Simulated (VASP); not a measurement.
# Ca3Zr2N (P6/mmm) in VASP: notebook

Ca3Zr2N is run at these levels: PBE; tasks: single point, relaxation of cell and atoms.

All numbers are computed with VASP 6.6.1; they aren't measurements. Logs are shortened: lines on timing, memory, paths and dates and some standing lists are left out, and cuts for length are marked.

## 1. The cell of the first run

It takes space group P6/mmm (No. 191, hexagonal). The conventional cell has a = 4.932 Å, b = 4.932 Å, c = 5.810 Å, α = 90.00°, β = 90.00°, γ = 120.00°. Ca (site symmetry mmm) has 4 Ca at 2.47 Å and 4 Zr at 2.76 Å within 3.3 Å. Zr (site symmetry 6mm) has 1 N at 1.67 Å within 2.2 Å. Within 2.2 Å of N (site symmetry 6/mmm) lie 2 Zr at 1.67 Å.

The cell was generated, and may not be a known phase.

## 2. Single point, PBE

INCAR reads:

```
SYSTEM = Ca3Zr2N
PREC = Accurate
ENCUT = 520
EDIFF = 1E-6
ISMEAR = 0
SIGMA = 0.1
LREAL = .FALSE.
LASPH = .TRUE.
NELM = 80
ALGO = Normal
ISIF = 2
LWAVE = .FALSE.
LCHARG = .FALSE.
GGA = PE
NBANDS = 38
```

KPOINTS reads:

```
Automatic mesh
0
G
  6 6 4
  0 0 0
```

POSCAR reads:

```
Ca3Zr2N
1.0
    4.9322193500      0.0000000000      0.0000000000
   -2.4661096800      4.2714272500      0.0000000000
    0.0000000000      0.0000000000      5.8102522800
Ca Zr N
3 2 1
Direct
    0.5000000000      0.0000000000      0.0000000000
    0.0000000000      0.5000000000      0.0000000000
    0.5000000000      0.5000000000      0.0000000000
    0.0000000000      0.0000000000      0.2133001100
    0.0000000000      0.0000000000      0.7866998900
    0.0000000000      0.0000000000      0.5000000000
```

Potentials or basis: VASP PAW PBE potentials, release 64 (Ca_sv, Zr_sv, N).

On the command line:

```
$ cat potpaw_PBE.64/Ca_sv/POTCAR potpaw_PBE.64/Zr_sv/POTCAR potpaw_PBE.64/N/POTCAR > POTCAR
$ mpirun -np 1 vasp_std > vasp.out
```

OUTCAR:

```text
SYSTEM = Ca3Zr2N
   PREC = Accurate
   ENCUT = 520
   EDIFF = 1E-6
   ISMEAR = 0
   LREAL = .FALSE.
   LASPH = .TRUE.
   NELM = 80
   ISIF = 2
   GGA = PE

 ion  position               nearest neighbor table
   1  0.500  0.000  0.000-   2 2.47   2 2.47   3 2.47   3 2.47   4 2.76   4 2.76   5 2.76   5 2.76

   2  0.000  0.500  0.000-   1 2.47   1 2.47   3 2.47   3 2.47   4 2.76   5 2.76   4 2.76   5 2.76

   3  0.500  0.500  0.000-   1 2.47   1 2.47   2 2.47   2 2.47   4 2.76   5 2.76   4 2.76   5 2.76

   4  0.000  0.000  0.213-   6 1.67   5 2.48   3 2.76   3 2.76   2 2.76   2 2.76   1 2.76   1 2.76
                             5 3.33
   5  0.000  0.000  0.787-   6 1.67   4 2.48   3 2.76   3 2.76   2 2.76   2 2.76   1 2.76   1 2.76
                             4 3.33
   6  0.000  0.000  0.500-   4 1.67   5 1.67

  LATTYP: Found a hexagonal cell.
 ALAT       =     4.9322193500
 C/A-ratio  =     1.1780198462

  Lattice vectors:

 A1 = (   4.9322193500,   0.0000000000,   0.0000000000)
 A2 = (  -2.4661096800,   4.2714272500,   0.0000000000)
 A3 = (   0.0000000000,   0.0000000000,   5.8102522800)

Analysis of symmetry for initial positions (statically):
=====================================================================
 Subroutine PRICEL returns:
 Original cell was already a primitive cell.

 Routine SETGRP: Setting up the symmetry group for a
 hexagonal supercell.

 Subroutine GETGRP returns: Found 24 space group operations
 (whereof 24 operations were pure point group operations)
 out of a pool of 24 trial point group operations.

The static configuration has the point symmetry D_6h.

Analysis of symmetry for dynamics (positions and initial velocities):
=====================================================================
 Subroutine PRICEL returns:
 Original cell was already a primitive cell.

 Routine SETGRP: Setting up the symmetry group for a
 hexagonal supercell.

 Subroutine GETGRP returns: Found 24 space group operations
 (whereof 24 operations were pure point group operations)
 out of a pool of 24 trial point group operations.

The dynamic configuration has the point symmetry D_6h.

 Subroutine INISYM returns: Found 24 space group operations
 (whereof 24 operations are pure point group operations),
 and found     1 'primitive' translations

----------------------------------------------------------------------------------------
[... 98 lines left out ...]
   LREAL  =      F    real-space projection
   EDIFFG = 0.1E-04   stopping-criterion for IOM
   NSW    =      0    number of steps for IOM
   IBRION =     -1    ionic relax: 0-MD 1-quasi-New 2-CG
   NFREE  =      0    steps in history (QN), initial steepest desc. (CG)
   ISIF   =      2    stress and relaxation
   ISYM   =      2    0-nonsym 1-usesym 2-fastsym
   POTIM  = 0.5000    time-step for ionic-motion
   TEBEG  =    0.0;   TEEND  =   0.0 temperature during run
   PSTRESS=    0.0 pullay stress
   NELECT =      59.0000    total number of electrons
   NUPDOWN=      -1.0000    fix difference up-down
   EMIN   =  10.00;   EMAX   =-10.00  energy-range for DOS
   EFERMI =   0.00;   METHOD = LEGACY
   ISMEAR =     0;   SIGMA  =   0.10  broadening in eV -4-tet -1-fermi 0-gaus
   EFERMI_NEDOS =   21; number of points for ismear=-14 and -15
   IALGO  =     38    algorithm
   IMIX   =      4    mixing-type and parameters
     AMIX     =   0.40;   BMIX     =  1.00
     AMIX_MAG =   1.60;   BMIX_MAG =  1.00
  volume/ion in A,a.u.               =      20.40       137.68
  Fermi-wavevector in a.u.,A,eV,Ry     =   1.283577  2.425609 22.416561  1.647571
  Thomas-Fermi vector in A             =   2.415822
   LORBIT       =      0    0 simple, 1 ext, 2 COOP (PROOUT), +10 PAW based schemes
   GGA     = PE    functional components
   LHFCALC =     F    Hartree Fock is set to
   AEXX    =    0.0000 exact exchange contribution
   IVDW    =     0    specifies the selected vdW correction
   LEPSILON=     F    determine dielectric tensor
   LRPA    =     F    only Hartree local field effects (RPA)
 non-spin polarized calculation
 Gauss-broadening in eV      SIGMA  =   0.10
  energy-cutoff  :      520.00
  volume of cell :      122.41
 maximum number of plane-waves:      3315
 NGX is ok and might be reduce to    40
   NGX = 19   NGY = 19   NGZ = 21

 number of electron      58.9999997 magnetization

 Free energy of the ion-electron system (eV)
  ---------------------------------------------------
  ext. energy  EPLUGINS =         0.00000000
  ---------------------------------------------------
  free energy    TOTEN  =       -12.39767219 eV

  energy without entropy =      -12.36699031  energy(sigma->0) =      -12.38233125

 E-fermi :   5.6776     XC(G=0):  -9.8043

 val. band max:        5.6749222300   @ k =   0.5000  -0.0000   0.2500
 cond. band min:       5.6967640873   @ k =   0.0000   0.0000   0.0000
 fundamental gap:      0.0218418572
 Fermi energy:         5.6776426412

 k-point     1 :       0.0000    0.0000    0.0000
  band No.  band energies     occupation
      1     -42.6078      2.00000
      2     -42.2182      2.00000
      3     -35.4924      2.00000
      4     -34.4061      2.00000
      5     -34.4061      2.00000
      6     -22.9332      2.00000
[... 850 lines left out ...]
     37       7.4899      0.00000
     38       8.8391      0.00000

------------------------ aborting loop because EDIFF is reached ----------------------------------------

  FORCE on cell =-STRESS in cart. coord.  units (eV):
  Direction    XX          YY          ZZ          XY          YZ          ZX
  --------------------------------------------------------------------------------------
  -------------------------------------------------------------------------------------
  Total       32.1212419     32.1212419     52.1957325     -0.0000000     -0.0000000     -0.0000000
  in kB      420.4288642    420.4288634    683.1800766     -0.0000005     -0.0000000     -0.0000000
  external PRESSURE =     508.0126014 kB  Pullay stress =       0.0000000 kB

 VOLUME and BASIS-vectors are now :
 -----------------------------------------------------------------------------
  energy-cutoff  :      520.00
  volume of cell :      122.41
      direct lattice vectors                 reciprocal lattice vectors
     4.932219350  0.000000000  0.000000000     0.202748485  0.117056893  0.000000000
    -2.466109680  4.271427250  0.000000000     0.000000000  0.234113785  0.000000000
     0.000000000  0.000000000  5.810252280     0.000000000  0.000000000  0.172109566

 POSITION                                       TOTAL-FORCE (eV/Angst)
 -----------------------------------------------------------------------------------
      2.46611      0.00000      0.00000        -0.000000      0.000000      0.000000
     -1.23305      2.13571      0.00000        -0.000000      0.000000      0.000000
      1.23305      2.13571      0.00000        -0.000000      0.000000      0.000000
      0.00000      0.00000      1.23933        -0.000000      0.000000     -4.949685
      0.00000      0.00000      4.57092         0.000000     -0.000000      4.949685
      0.00000      0.00000      2.90513        -0.000000      0.000000      0.000000
 -----------------------------------------------------------------------------------
    total drift:                               -0.000000      0.000000     -0.000000

  FREE ENERGIE OF THE ION-ELECTRON SYSTEM (eV)
  ---------------------------------------------------
  free  energy   TOTEN  =       -12.3976721891 eV

  energy  without entropy=      -12.3669903087  energy(sigma->0) =      -12.38233125
```

stdout:

```text
POSCAR found type information on POSCAR CaZrN
 POSCAR found :  3 types and       6 ions
 scaLAPACK will be used
 LDA part: xc-table for (Slater+PW92), standard interpolation
 POSCAR, INCAR and KPOINTS ok, starting setup
 FFT: planning ... GRIDC
 FFT: planning ... GRID_SOFT
 FFT: planning ... GRID
 WAVECAR not read
 entering main loop
```

It took 99 s on 1 thread of Intel Xeon Platinum 8488C (Sapphire Rapids), shared host; peak memory 0.31 GiB.

Results:

| Property | Result |
| --- | --- |
| Free energy | -12.3977 eV |
| Pressure | 50.8 GPa |
| Largest force | 4.950 eV/Å |
| Band gap on the k mesh | zero (an odd number of electrons rules out a gap without spin polarisation) |

Forces on the atoms (eV/Å):
```
Ca   0.000  0.000  0.000
Ca   0.000  0.000  0.000
Ca   0.000  0.000  0.000
Zr   0.000  0.000 -4.950
Zr   0.000  0.000  4.950
N    0.000  0.000  0.000
```

Caveat: the stress differs along the axes, from 42 to 68 GPa; forces of over 1 eV/Å act on the atoms, so gaps and moduli don't describe the material at rest.

## 3. Single point, PBE

This run uses another cell than the first one, of 47.70 Å³/atom.

INCAR reads:

```
ALGO     = Normal         # electronic algorithm
EDIFF    = 1E-6           # SCF threshold, eV
ENCUT    = 520            # plane-wave cutoff, eV
GGA      = PE             # functional
ISIF     = 2              # what is computed and relaxed
ISMEAR   = 0              # smearing method
LASPH    = True           # aspherical terms in the spheres
LCHARG   = False          # write CHGCAR
LREAL    = False          # projectors in reciprocal space
LWAVE    = False          # write WAVECAR
NBANDS   = 38             # bands
NELM     = 80             # most SCF steps
PREC     = Accurate       # precision mode
SIGMA    = 0.1            # smearing width, eV
```

KPOINTS reads:

```
k-points
0
Gamma
  6 6 4
```

POSCAR reads:

```
Ca3Zr2N
1.0
    7.1038906647      0.0000000042      0.0000000000
   -3.5519453360      6.1521497793      0.0000000000
    0.0000000000      0.0000000000      6.5483935980
Ca Zr N
3 2 1
Direct
    0.5000000000      0.0000000000      0.0000000000
    0.0000000000      0.5000000000      0.0000000000
    0.5000000000      0.5000000000      0.0000000000
    0.0000000000      0.0000000000      0.2102420099
    0.0000000000      0.0000000000      0.7897579901
    0.0000000000      0.0000000000      0.5000000000
```

Potentials or basis: VASP PAW PBE potentials, release 64 (Ca_sv, Zr_sv, N).

On the command line:

```
$ cat potpaw_PBE.64/Ca_sv/POTCAR potpaw_PBE.64/Zr_sv/POTCAR potpaw_PBE.64/N/POTCAR > POTCAR
$ mpirun -np 1 vasp_std > vasp.out
```

OUTCAR:

```text
EDIFF = 1E-6
   ENCUT = 520
   GGA = PE
   ISIF = 2
   ISMEAR = 0
   LASPH = True
   LREAL = False
   NELM = 80
   PREC = Accurate

 ion  position               nearest neighbor table
   1  0.500  0.000  0.000-
   2  0.000  0.500  0.000-
   3  0.500  0.500  0.000-
   4  0.000  0.000  0.210-   6 1.90   5 2.75   5 3.79
   5  0.000  0.000  0.790-   6 1.90   4 2.75   4 3.79
   6  0.000  0.000  0.500-   4 1.90   5 1.90

  LATTYP: Found a hexagonal cell.
 ALAT       =     7.1038906647
 C/A-ratio  =     0.9218038265

  Lattice vectors:

 A1 = (   7.1038906647,   0.0000000042,   0.0000000000)
 A2 = (  -3.5519453360,   6.1521497793,   0.0000000000)
 A3 = (   0.0000000000,   0.0000000000,   6.5483935980)

Analysis of symmetry for initial positions (statically):
=====================================================================
 Subroutine PRICEL returns:
 Original cell was already a primitive cell.

 Routine SETGRP: Setting up the symmetry group for a
 hexagonal supercell.

 Subroutine GETGRP returns: Found 24 space group operations
 (whereof 24 operations were pure point group operations)
 out of a pool of 24 trial point group operations.

The static configuration has the point symmetry D_6h.

Analysis of symmetry for dynamics (positions and initial velocities):
=====================================================================
 Subroutine PRICEL returns:
 Original cell was already a primitive cell.

 Routine SETGRP: Setting up the symmetry group for a
 hexagonal supercell.

 Subroutine GETGRP returns: Found 24 space group operations
 (whereof 24 operations were pure point group operations)
[... 122 lines left out ...]
   EFERMI_NEDOS =   21; number of points for ismear=-14 and -15
   IALGO  =     38    algorithm
   IMIX   =      4    mixing-type and parameters
     AMIX     =   0.40;   BMIX     =  1.00
     AMIX_MAG =   1.60;   BMIX_MAG =  1.00
  volume/ion in A,a.u.               =      47.70       321.89
  Fermi-wavevector in a.u.,A,eV,Ry     =   0.967103  1.827560 12.725376  0.935289
  Thomas-Fermi vector in A             =   2.096961
   LORBIT       =      0    0 simple, 1 ext, 2 COOP (PROOUT), +10 PAW based schemes
   GGA     = PE    functional components
   LHFCALC =     F    Hartree Fock is set to
   AEXX    =    0.0000 exact exchange contribution
   IVDW    =     0    specifies the selected vdW correction
   LEPSILON=     F    determine dielectric tensor
   LRPA    =     F    only Hartree local field effects (RPA)
 non-spin polarized calculation
 Gauss-broadening in eV      SIGMA  =   0.10
  energy-cutoff  :      520.00
  volume of cell :      286.19
 maximum number of plane-waves:      7776
 NGX is ok and might be reduce to    54
   NGX = 27   NGY = 27   NGZ = 25

 number of electron      58.9999997 magnetization

 Free energy of the ion-electron system (eV)
  ---------------------------------------------------
  ext. energy  EPLUGINS =         0.00000000
  ---------------------------------------------------
  free energy    TOTEN  =       -27.91385064 eV

  energy without entropy =      -27.87118667  energy(sigma->0) =      -27.89251866

 E-fermi :   1.1936     XC(G=0):  -6.7493

 val. band max:        1.1635338629   @ k =   0.1667   0.0000   0.2500
 cond. band min:       1.1940167259   @ k =   0.3333   0.1667   0.2500
 fundamental gap:      0.0304828630
 Fermi energy:         1.1935987978

 k-point     1 :       0.0000    0.0000    0.0000
  band No.  band energies     occupation
      1     -48.0424      2.00000
      2     -47.9173      2.00000
      3     -40.7348      2.00000
      4     -40.7112      2.00000
      5     -40.7112      2.00000
      6     -26.7165      2.00000
[... 850 lines left out ...]
     37       2.8339      0.00000
     38       2.9327      0.00000

------------------------ aborting loop because EDIFF is reached ----------------------------------------

  FORCE on cell =-STRESS in cart. coord.  units (eV):
  Direction    XX          YY          ZZ          XY          YZ          ZX
  --------------------------------------------------------------------------------------
  -------------------------------------------------------------------------------------
  Total        0.2424768      0.2424768      0.1445512     -0.0000000     -0.0000000     -0.0000000
  in kB        1.3574469      1.3574469      0.8092343     -0.0000000     -0.0000000     -0.0000000
  external PRESSURE =       1.1747094 kB  Pullay stress =       0.0000000 kB

 VOLUME and BASIS-vectors are now :
 -----------------------------------------------------------------------------
  energy-cutoff  :      520.00
  volume of cell :      286.19
      direct lattice vectors                 reciprocal lattice vectors
     7.103890665  0.000000004  0.000000000     0.140767932  0.081272404  0.000000000
    -3.551945336  6.152149779  0.000000000    -0.000000000  0.162544807  0.000000000
     0.000000000  0.000000000  6.548393598     0.000000000  0.000000000  0.152709208

 POSITION                                       TOTAL-FORCE (eV/Angst)
 -----------------------------------------------------------------------------------
      3.55195      0.00000      0.00000         0.000000      0.000000      0.000000
     -1.77597      3.07607      0.00000         0.000000      0.000000      0.000000
      1.77597      3.07607      0.00000         0.000000      0.000000      0.000000
      0.00000      0.00000      1.37675        -0.000000     -0.000000     -0.057961
      0.00000      0.00000      5.17165        -0.000000     -0.000000      0.057961
      0.00000      0.00000      3.27420         0.000000      0.000000      0.000000
 -----------------------------------------------------------------------------------
    total drift:                                0.000000     -0.000000      0.000000

  FREE ENERGIE OF THE ION-ELECTRON SYSTEM (eV)
  ---------------------------------------------------
  free  energy   TOTEN  =       -27.9138506415 eV

  energy  without entropy=      -27.8711866714  energy(sigma->0) =      -27.89251866
```

OSZICAR:

```text
N       E                     dE             d eps       ncg     rms          rms(c)
DAV:   1     0.604434225165E+03    0.60443E+03   -0.28206E+04  1700   0.135E+03
DAV:   2     0.231027095367E+02   -0.58133E+03   -0.57003E+03  1916   0.405E+02
DAV:   3    -0.292106770453E+02   -0.52313E+02   -0.51597E+02  2672   0.914E+01
DAV:   4    -0.340713594377E+02   -0.48607E+01   -0.48286E+01  2472   0.256E+01
DAV:   5    -0.345046850078E+02   -0.43333E+00   -0.43287E+00  2516   0.618E+00    0.253E+01
DAV:   6    -0.288808672734E+02    0.56238E+01   -0.55646E+01  2236   0.194E+01    0.969E+00
DAV:   7    -0.280777585465E+02    0.80311E+00   -0.90260E+00  2122   0.910E+00    0.679E+00
DAV:   8    -0.279087361629E+02    0.16902E+00   -0.94133E-01  2184   0.381E+00    0.105E+00
DAV:   9    -0.279093075710E+02   -0.57141E-03   -0.10573E-01  2434   0.113E+00    0.569E-01
DAV:  10    -0.279113259599E+02   -0.20184E-02   -0.18967E-02  2280   0.546E-01    0.184E-01
DAV:  11    -0.279127450040E+02   -0.14190E-02   -0.47866E-03  2288   0.229E-01    0.928E-02
DAV:  12    -0.279132969734E+02   -0.55197E-03   -0.73354E-04  2066   0.104E-01    0.320E-02
DAV:  13    -0.279137625312E+02   -0.46556E-03   -0.69115E-04  1928   0.613E-02    0.237E-02
DAV:  14    -0.279138373901E+02   -0.74859E-04   -0.18915E-04  2400   0.365E-02    0.778E-03
DAV:  15    -0.279138477523E+02   -0.10362E-04   -0.20548E-05  1792   0.124E-02    0.578E-03
DAV:  16    -0.279138500278E+02   -0.22755E-05   -0.54056E-06  1752   0.696E-03    0.190E-03
DAV:  17    -0.279138506415E+02   -0.61363E-06   -0.85579E-07  1400   0.329E-03
   1 F= -.27913851E+02 E0= -.27892519E+02  d E =-.426640E-01
```

It took 4.3 min on 1 thread of Intel Xeon Platinum 8488C (Sapphire Rapids), shared host; peak memory 0.51 GiB.

What came out:

| Item | Value |
| --- | --- |
| Free energy | -27.9139 eV |
| Pressure | 0.1 GPa |
| Largest force | 0.058 eV/Å |
| Band gap on the k mesh | zero (an odd number of electrons rules out a gap without spin polarisation) |

Forces on the atoms (eV/Å):
```
Ca   0.000  0.000  0.000
Ca   0.000  0.000  0.000
Ca   0.000  0.000  0.000
Zr   0.000  0.000 -0.058
Zr   0.000  0.000  0.058
N    0.000  0.000  0.000
```

Levels at points of the mesh, in eV from the Fermi level:
```tsv
k point	band 27	band 28	band 29	band 30	band 31	band 32	band 33	band 34
(0.00, 0.00, 0.00)	-0.62	-0.28	0.03	0.03	0.15	0.51	1.04	1.06
(0.50, 0.00, 0.00)	-0.60	-0.49	0.09	0.17	0.51	0.73	0.90	1.07
(0.00, 0.00, 0.50)	-0.57	-0.57	-0.49	-0.49	-0.22	0.87	1.06	1.06
(0.50, 0.00, 0.50)	-0.92	-0.45	-0.31	-0.13	0.20	0.39	0.60	0.92
```

(Part 1 of 2 ends here.)

The gap in the log of VASP goes by the Fermi energy; the results here count the filled bands.